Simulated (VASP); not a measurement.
# P (R-3m) in VASP: further runs

P is run at these levels: PBEsol; tasks: single point.

Program: VASP 6.6.1. These are calculated values, not measurements. Logs are shortened: lines on timing, memory, paths and dates and some standing lists are left out, and cuts for length are marked.

**1. The cell of the first run**

Symmetry: R-3m, No. 166, trigonal system. Conventional cell: a = 3.396 Å, b = 3.396 Å, c = 9.699 Å, α = 90.00°, β = 90.00°, γ = 120.00°. Within 3.0 Å of P (site symmetry 3m) lie 6 P at 2.28 to 2.84 Å.

**2. Single point, PBEsol**

File INCAR:

```
PREC = Accurate ; ENCUT = 520
EDIFF = 1E-6 ; ISMEAR = 0
SIGMA = 0.15 ; LREAL = False
LASPH = True ; NELM = 100
ALGO = Normal ; ISIF = 2
LWAVE = False ; LCHARG = False
GGA = PS ; NBANDS = 12
```

File KPOINTS:

```
Automatic mesh
0
Gamma
  18 18 18
```

File POSCAR:

```
P
1.0
    1.6978860328      0.9802749581      3.2331520973
   -1.6978860328      0.9802749581      3.2331520973
    0.0000000000     -1.9605499161      3.2331520973
P
2
Direct
    0.2270802500      0.2270802500      0.2270802500
    0.7729197500      0.7729197500      0.7729197500
```

Potentials or basis: VASP PAW PBE potentials, release 64 (P).

Run with:

```sh
$ cat potpaw_PBE.64/P/POTCAR > POTCAR
$ mpirun -np 1 vasp_std > vasp.out
```

OUTCAR:

```text
PREC = Accurate
   ENCUT = 520
   EDIFF = 1E-6
   ISMEAR = 0
   LREAL = False
   LASPH = True
   NELM = 100
   ISIF = 2
   GGA = PS

 ion  position               nearest neighbor table
   1  0.227  0.227  0.227-   2 2.28   2 2.28   2 2.28   2 2.84   2 2.84   2 2.84
   2  0.773  0.773  0.773-   1 2.28   1 2.28   1 2.28   1 2.84   1 2.84   1 2.84

  LATTYP: Found a trigonal (rhomboedric) cell.
 ALAT       =     3.7811411582
 COS(alpha) =     0.5967250133

  Lattice vectors:

 A1 = (   1.6978860328,   0.9802749581,   3.2331520973)
 A2 = (  -1.6978860328,   0.9802749581,   3.2331520973)
 A3 = (   0.0000000000,  -1.9605499161,   3.2331520973)

Analysis of symmetry for initial positions (statically):
=====================================================================
 Subroutine PRICEL returns:
 Original cell was already a primitive cell.

 Routine SETGRP: Setting up the symmetry group for a
 trigonal (rhombohedral) supercell.

 Subroutine GETGRP returns: Found 12 space group operations
 (whereof 12 operations were pure point group operations)
 out of a pool of 12 trial point group operations.

The static configuration has the point symmetry D_3d.

Analysis of symmetry for dynamics (positions and initial velocities):
=====================================================================
 Subroutine PRICEL returns:
 Original cell was already a primitive cell.

 Routine SETGRP: Setting up the symmetry group for a
 trigonal (rhombohedral) supercell.

 Subroutine GETGRP returns: Found 12 space group operations
 (whereof 12 operations were pure point group operations)
 out of a pool of 12 trial point group operations.

The dynamic configuration has the point symmetry D_3d.

 Subroutine INISYM returns: Found 12 space group operations
 (whereof 12 operations are pure point group operations),
 and found     1 'primitive' translations

----------------------------------------------------------------------------------------

                                     Primitive cell

  volume of cell :      32.2875

  direct lattice vectors                    reciprocal lattice vectors
     1.697886033  0.980274958  3.233152097     0.294483841  0.170020325  0.103098562
    -1.697886033  0.980274958  3.233152097    -0.294483841  0.170020325  0.103098562
     0.000000000 -1.960549916  3.233152097     0.000000000 -0.340040649  0.103098562

  length of vectors
     3.781141158  3.781141158  3.781141158     0.355326550  0.355326550  0.355326550

  position of ions in fractional coordinates (direct lattice)
     0.227080250  0.227080250  0.227080250
     0.772919750  0.772919750  0.772919750

  ion indices of the primitive-cell ions
   primitive index   ion index
                 1           1
                 2           2

----------------------------------------------------------------------------------------

 KPOINTS: Automatic mesh

Automatic generation of k-mesh.
 Grid dimensions read from file:
 generate k-points for:   18   18   18

 Generating k-lattice:

  Cartesian coordinates                     Fractional coordinates (reciprocal lattice)
     0.016360213  0.009445574  0.005727698     0.055555556  0.000000000  0.000000000
    -0.016360213  0.009445574  0.005727698     0.000000000  0.055555556  0.000000000
     0.000000000 -0.018891147  0.005727698     0.000000000  0.000000000  0.055555556

  Length of vectors
     0.019740364  0.019740364  0.019740364

  Shift w.r.t. Gamma in fractional coordinates (k-lattice)
     0.000000000  0.000000000  0.000000000

 Subroutine IBZKPT returns following result:
 ===========================================

 Found    580 irreducible k-points:

 Following reciprocal coordinates:
            Coordinates               Weight
  0.000000  0.000000  0.000000      1.000000
  0.055556  0.000000  0.000000      6.000000
  0.111111  0.000000  0.000000      6.000000
  0.166667  0.000000 -0.000000      6.000000
  0.222222  0.000000  0.000000      6.000000
  0.277778 -0.000000  0.000000      6.000000
[... 16 lines left out ...]
 -0.277778  0.055556 -0.000000     12.000000
 -0.222222  0.055556 -0.000000     12.000000
 [... further k-points ...]
   k-points           NKPTS =    580   k-points in BZ     NKDIM =    580   number of bands    NBANDS=     12
   number of dos      NEDOS =    301   number of ions     NIONS =      2
   total plane-waves  NPLWV =  21952
   dimension x,y,z NGX =    28 NGY =   28 NGZ =   28
   dimension x,y,z NGXF=    56 NGYF=   56 NGZF=   56
   ions per type =               2
   NGX,Y,Z   is equivalent  to a cutoff of  12.31, 12.31, 12.31 a.u.
   NGXF,Y,Z  is equivalent  to a cutoff of  24.62, 24.62, 24.62 a.u.
 SYSTEM =  unknown system
   PREC   = accura    normal or accurate (medium, high low for compatibility)
   ISTART =      0    job   : 0-new  1-cont  2-samecut
   ICHARG =      2    charge: 1-file 2-atom 10-const
   ISPIN  =      1    spin polarized calculation?
   LNONCOLLINEAR =      F non collinear calculations
   LSORBIT =      F    spin-orbit coupling
   LASPH  =      T    aspherical Exc in radial PAW
   ENCUT  =  520.0 eV  38.22 Ry    6.18 a.u.   7.03  7.03  7.03*2*pi/ulx,y,z
   NELM   =    100;   NELMIN=  2; NELMDL= -5     # of ELM steps
   EDIFF  = 0.1E-05   stopping-criterion for ELM
   LREAL  =      F    real-space projection
   EDIFFG = 0.1E-04   stopping-criterion for IOM
   NSW    =      0    number of steps for IOM
   IBRION =     -1    ionic relax: 0-MD 1-quasi-New 2-CG
   NFREE  =      0    steps in history (QN), initial steepest desc. (CG)
   ISIF   =      2    stress and relaxation
   ISYM   =      2    0-nonsym 1-usesym 2-fastsym
   POTIM  = 0.5000    time-step for ionic-motion
   TEBEG  =    0.0;   TEEND  =   0.0 temperature during run
   PSTRESS=    0.0 pullay stress
   NELECT =      10.0000    total number of electrons
   NUPDOWN=      -1.0000    fix difference up-down
   EMIN   =  10.00;   EMAX   =-10.00  energy-range for DOS
   EFERMI =   0.00;   METHOD = LEGACY
   ISMEAR =     0;   SIGMA  =   0.15  broadening in eV -4-tet -1-fermi 0-gaus
   EFERMI_NEDOS =   21; number of points for ismear=-14 and -15
   IALGO  =     38    algorithm
   IMIX   =      4    mixing-type and parameters
     AMIX     =   0.40;   BMIX     =  1.00
     AMIX_MAG =   1.60;   BMIX_MAG =  1.00
  volume/ion in A,a.u.               =      16.14       108.94
  Fermi-wavevector in a.u.,A,eV,Ry     =   1.107636  2.093128 16.692396  1.226857
  Thomas-Fermi vector in A             =   2.244152
   LORBIT       =      0    0 simple, 1 ext, 2 COOP (PROOUT), +10 PAW based schemes
   GGA     = PS    functional components
   LHFCALC =     F    Hartree Fock is set to
   AEXX    =    0.0000 exact exchange contribution
   IVDW    =     0    specifies the selected vdW correction
   LEPSILON=     F    determine dielectric tensor
   LRPA    =     F    only Hartree local field effects (RPA)
 non-spin polarized calculation
 Gauss-broadening in eV      SIGMA  =   0.15
  energy-cutoff  :      520.00
  volume of cell :       32.29
 maximum number of plane-waves:       888
   NGX = 15   NGY = 15   NGZ = 15

 number of electron      10.0000001 magnetization

 Free energy of the ion-electron system (eV)
  ---------------------------------------------------
  ext. energy  EPLUGINS =         0.00000000
  ---------------------------------------------------
  free energy    TOTEN  =       -11.53705662 eV

  energy without entropy =      -11.53238067  energy(sigma->0) =      -11.53471864

 E-fermi :   8.8621     XC(G=0): -10.8658

 val. band max:        8.8570317601   @ k =   0.4444   0.0556   0.0556
 cond. band min:       8.8679805149   @ k =   0.3889   0.0000   0.0000
 fundamental gap:      0.0109487548
 Fermi energy:         8.8620868227

 k-point     1 :       0.0000    0.0000    0.0000
  band No.  band energies     occupation
      1      -7.6650      2.00000
      2       4.9517      2.00000
      3       5.3020      2.00000
      4       6.2753      2.00000
      5       6.2753      2.00000
      6      10.3853      0.00000
      7      11.5727      0.00000
      8      11.5727      0.00000
      9      14.9243      0.00000
     10      14.9243      0.00000
     11      16.1906      0.00000
     12      16.2298      0.00000

 k-point     2 :       0.0556    0.0000    0.0000
  band No.  band energies     occupation
      1      -7.6138      2.00000
      2       4.5463      2.00000
      3       5.4516      2.00000
      4       6.2229      2.00000
      5       6.2533      2.00000
      6      10.6077      0.00000
      7      11.5408      0.00000
      8      11.5867      0.00000
      9      14.5044      0.00000
     10      14.6246      0.00000
     11      15.3557      0.00000
     12      16.7586      0.00000

 k-point     3 :       0.1111    0.0000    0.0000
  band No.  band energies     occupation
      1      -7.4601      2.00000
      2       3.7750      2.00000
      3       5.3765      2.00000
      4       6.0816      2.00000
      5       6.4329      2.00000
      6      10.8500      0.00000
      7      11.5417      0.00000
      8      11.6339      0.00000
      9      13.7067      0.00000
     10      14.3652      0.00000
     11      14.9105      0.00000
     12      17.7748      0.00000
[... 286 lines left out ...]
 k-point    23 :      -0.2778    0.0556   -0.0000
  band No.  band energies     occupation
      1      -6.1541      2.00000
      2       0.1776      2.00000
      3       4.9264      2.00000
      4       5.5101      2.00000
      5       7.2744      2.00000
      6       9.4572      0.00000
      7       9.7910      0.00000
      8      10.9037      0.00000
      9      14.5181      0.00000
     10      15.6050      0.00000
     11      17.4820      0.00000
     12      21.3327      0.00000

 k-point    24 :      -0.2222    0.0556   -0.0000
  band No.  band energies     occupation
      1      -6.6425      2.00000
      2       1.2771      2.00000
      3       5.0799      2.00000
      4       5.5779      2.00000
      5       6.9844      2.00000
      6      10.0320      0.00000
      7      10.2992      0.00000
      8      11.1632      0.00000
      9      14.1644      0.00000
     10      14.8308      0.00000
     11      16.3221      0.00000
     12      20.0387      0.00000

 [... further k-points ...]
[... 5 lines left out ...]
  --------------------------------------------------------------------------------------
  -------------------------------------------------------------------------------------
  Total        0.1159260      0.1159260     -0.6199948      0.0000000     -0.0000000      0.0000000
  in kB        5.7525144      5.7525144    -30.7655604      0.0000000     -0.0000000      0.0000000
  external PRESSURE =      -6.4201772 kB  Pullay stress =       0.0000000 kB

 VOLUME and BASIS-vectors are now :
 -----------------------------------------------------------------------------
  energy-cutoff  :      520.00
  volume of cell :       32.29
      direct lattice vectors                 reciprocal lattice vectors
     1.697886033  0.980274958  3.233152097     0.294483841  0.170020325  0.103098562
    -1.697886033  0.980274958  3.233152097    -0.294483841  0.170020325  0.103098562
     0.000000000 -1.960549916  3.233152097     0.000000000 -0.340040649  0.103098562

 POSITION                                       TOTAL-FORCE (eV/Angst)
 -----------------------------------------------------------------------------------
      0.00000      0.00000      2.20255         0.000000      0.000000      0.178927
      0.00000      0.00000      7.49690         0.000000     -0.000000     -0.178927
 -----------------------------------------------------------------------------------
    total drift:                                0.000000     -0.000000     -0.000000

  FREE ENERGIE OF THE ION-ELECTRON SYSTEM (eV)
  ---------------------------------------------------
  free  energy   TOTEN  =       -11.5370566171 eV

  energy  without entropy=      -11.5323806677  energy(sigma->0) =      -11.53471864
```

Run time: 82 s. Hardware: 1 thread of Intel Xeon 6975P-C (Granite Rapids), shared host; peak memory 0.28 GiB.

Results:

- Free energy: -11.5371 eV
- Pressure: -0.6 GPa
- Largest force: 0.179 eV/Å
- Band gap on the k mesh: zero (band 5 reaches 9.72 eV, above the bottom of band 6 at 8.50 eV)

Forces in eV/Å, atoms in the order of the input:
```
P    0.000  0.000  0.179
P    0.000  0.000 -0.179
```

Stress tensor (GPa, compression positive):
```
 0.58  0.00  0.00
 0.00  0.58  0.00
 0.00  0.00 -3.08
```

Caveat: the PAW data sets were made with another functional, which shifts forces and pressure a little.

**3. Single point, PBEsol**

This run uses another cell than the first one, of the same volume but with other edges.

File INCAR:

```
SYSTEM = P
PREC = Accurate
ENCUT = 520
EDIFF = 1E-6
ISMEAR = 0
SIGMA = 0.15
LREAL = .FALSE.
LASPH = .TRUE.
NELM = 80
ALGO = Normal
ISIF = 2
LWAVE = .FALSE.
LCHARG = .FALSE.
GGA = PS
NBANDS = 12
```

File KPOINTS:

```
Automatic mesh
0
G
  18 18 18
  0 0 0
```

File POSCAR:

```
P
1.0
    1.8217914528      1.0518117857      2.8083154336
   -1.8217914528      1.0518117857      2.8083154336
    0.0000000000     -2.1036235713      2.8083154336
P
2
Direct
    0.2270802500      0.2270802500      0.2270802500
    0.7729197500      0.7729197500      0.7729197500
```

Potentials or basis: VASP PAW PBE potentials, release 64 (P).

Run with:

```sh
$ cat potpaw_PBE.64/P/POTCAR > POTCAR
$ mpirun -np 1 vasp_std > vasp.out
```

Run time: 71 s. Hardware: 1 thread of Intel Xeon 6975P-C (Granite Rapids), shared host; peak memory 0.28 GiB.

The run converged. Its results:

* Free energy: -11.4177 eV
* Pressure: -5.6 GPa
* Largest force: 0.550 eV/Å
* Band gap on the k mesh: zero (band 5 reaches 8.80 eV, above the bottom of band 6 at 7.69 eV)

Forces in eV/Å, atoms in the order of the input:
```
P    0.000  0.000  0.550
P    0.000  0.000 -0.550
```

Stress tensor (GPa, compression positive):
```
-10.27   0.00   0.00
  0.00 -10.27   0.00
  0.00   0.00   3.85
```

Levels at points of the mesh, in eV from the Fermi level:
| k point | band 1 | band 2 | band 3 | band 4 | band 5 | band 6 | band 7 | band 8 | band 9 | band 10 |
| --- | --- | --- | --- | --- | --- | --- | --- | --- | --- | --- |
| (0.00, 0.00, 0.00) | -15.76 | -2.86 | -2.86 | -2.72 | -1.00 | 2.34 | 3.20 | 3.20 | 5.87 | 5.87 |
| (0.50, 0.00, 0.00) | -12.47 | -11.51 | -3.09 | -1.67 | 0.01 | 0.56 | 0.69 | 1.98 | 9.45 | 10.33 |
| (0.50, 0.50, 0.00) | -12.00 | -9.17 | -6.41 | -5.49 | -4.11 | 0.60 | 7.08 | 7.73 | 8.97 | 9.36 |
| (0.50, 0.50, 0.50) | -12.92 | -9.90 | -2.87 | -2.87 | -0.94 | -0.57 | -0.57 | 1.66 | 9.99 | 11.01 |

Caveat: the PAW data sets were made with another functional, which shifts forces and pressure a little.

**4. Single point, PBEsol**

This run uses another cell than the first one, of the same volume but with other edges.

File INCAR:

```
SYSTEM = P
PREC     = Accurate       ! precision mode
ENCUT    = 520            ! plane-wave cutoff, eV
EDIFF    = 1E-6           ! SCF threshold, eV
ISMEAR   = 0              ! smearing method
SIGMA    = 0.15           ! smearing width, eV
LREAL    = .False.        ! projectors in reciprocal space
LASPH    = .True.         ! aspherical terms in the spheres
NELM     = 60             ! most SCF steps
ALGO     = Normal         ! electronic algorithm
ISIF     = 2              ! what is computed and relaxed
LWAVE    = .False.        ! write WAVECAR
LCHARG   = .False.        ! write CHGCAR
GGA      = PS             ! functional
NBANDS   = 12             ! bands
```

File KPOINTS:

```
Automatic mesh
0
Gamma
  18 18 18
  0 0 0
```

File POSCAR:

```
P
1.0
    1.7743625379      1.0244286889      2.9604551620
   -1.7743625379      1.0244286889      2.9604551620
    0.0000000000     -2.0488573777      2.9604551621
P
2
Direct
    0.2270802500      0.2270802500      0.2270802500
    0.7729197500      0.7729197500      0.7729197500
```

Run with:

```sh
$ cat potpaw_PBE.64/P/POTCAR > POTCAR
$ mpirun -np 1 vasp_std > vasp.out
```

Wall time 69 s (1 thread of Intel Xeon 6975P-C (Granite Rapids), shared host); peak memory 0.28 GiB.

Results (log left out):

```yaml
Free_energy: -11.5276 eV
Pressure: -3.7 GPa
Largest_force: 0.485 eV/Å
Band_gap_on_the_k_mesh: zero (band 5 reaches 9.10 eV, above the bottom of band 6 at 8.21 eV)
```

Forces on the atoms (eV/Å):
```
P    0.000  0.000  0.485
P    0.000  0.000 -0.485
```

Stress tensor (GPa, compression positive):
```
-5.78  0.00  0.00
 0.00 -5.78  0.00
 0.00  0.00  0.61
```

Levels at points of the mesh, in eV from the Fermi level:
```
           k point  band 2  band 3  band 4  band 5  band 6  band 7  band 8  band 9
(0.00, 0.00, 0.00)   -2.97   -2.94   -2.94   -2.04    1.64    2.88    2.88    5.74
(0.50, 0.00, 0.00)  -11.75   -3.54   -2.52   -0.30    0.07    0.55    1.00    9.97
(0.50, 0.50, 0.00)   -9.64   -6.63   -5.50   -4.82    0.21    6.67    7.70    8.87
(0.50, 0.50, 0.50)  -10.44   -2.89   -2.89   -0.48   -0.40   -0.40    2.00    9.28
```

Caveat: the PAW data sets were made with another functional, which shifts forces and pressure a little.

**5. Single point, PBEsol**

File INCAR:

```
SYSTEM = P
PREC = Accurate
ENCUT = 520
EDIFF = 1E-6
ISMEAR = 0
SIGMA = 0.15
LREAL = .False.
LASPH = .True.
NELM = 100
ALGO = Normal
ISIF = 2
LWAVE = .False.
LCHARG = .False.
GGA = PS
NBANDS = 12
```

KPOINTS is that of step 4.

File POSCAR:

```
P
1.0
    1.6717605543      0.9651914061      3.3349940213
   -1.6717605543      0.9651914061      3.3349940213
    0.0000000000     -1.9303828121      3.3349940213
P
2
Direct
    0.2270802500      0.2270802500      0.2270802500
    0.7729197500      0.7729197500      0.7729197500
```

Run with:

```sh
$ cat potpaw_PBE.64/P/POTCAR > POTCAR
$ mpirun -np 1 vasp_std > vasp.out
```

Run time: 98 s. Hardware: 1 thread of Intel Xeon 6975P-C (Granite Rapids), shared host; peak memory 0.29 GiB.

The run converged. Its results:

```
Free energy            : -11.5093 eV
Pressure               : 0.3 GPa
Largest force          : 0.005 eV/Å
Band gap on the k mesh : zero (band 5 reaches 9.90 eV, above the bottom of band 6 at 8.19 eV)
```

Forces on the atoms (eV/Å):
```
P    0.000  0.000 -0.005
P    0.000  0.000  0.005
```

Stress tensor (GPa, compression positive):
```
 2.16  0.00  0.00
 0.00  2.16  0.00
 0.00  0.00 -3.39
```

Levels at points of the mesh, in eV from the Fermi level:
| k point | band 2 | band 3 | band 4 | band 5 | band 6 | band 7 | band 8 | band 9 |
| --- | --- | --- | --- | --- | --- | --- | --- | --- |
| (0.00, 0.00, 0.00) | -4.27 | -3.89 | -2.22 | -2.22 | 1.91 | 2.88 | 2.88 | 6.41 |
| (0.50, 0.00, 0.00) | -11.61 | -3.84 | -3.60 | -0.85 | -0.18 | -0.04 | 1.07 | 7.30 |
| (0.50, 0.50, 0.00) | -10.06 | -6.56 | -5.48 | -4.79 | 0.32 | 5.89 | 7.44 | 7.59 |
| (0.50, 0.50, 0.50) | -10.94 | -2.13 | -2.13 | 0.70 | 0.70 | 1.30 | 2.92 | 8.37 |

Caveat: the PAW data sets were made with another functional, which shifts forces and pressure a little.

**6. The runs side by side**

| cell | gap on the mesh (eV) | pressure (GPa) | largest force (eV/Å) |
| --- | --- | --- | --- |
| a = 3.781 Å, angles 53.4°, 2 atoms | none | -0.6 | 0.18 |
| a = 3.509 Å, angles 62.6°, 2 atoms | none | -5.6 | 0.55 |
| a = 3.600 Å, angles 59.1°, 2 atoms | none | -3.7 | 0.48 |
| a = 3.853 Å, angles 51.4°, 2 atoms | none | 0.3 | 0.01 |

Alike in all rows: task single point; level PBEsol; potentials or basis VASP PAW PBE potentials, release 64 (P); no spin polarisation; k mesh 18 × 18 × 18; cutoff (eV) 520; smearing gaussian 0.15 eV.

Caveats: the PAW data sets were made with another functional, which shifts forces and pressure a little.

Absolute energies hang on the potentials; compare differences alone.
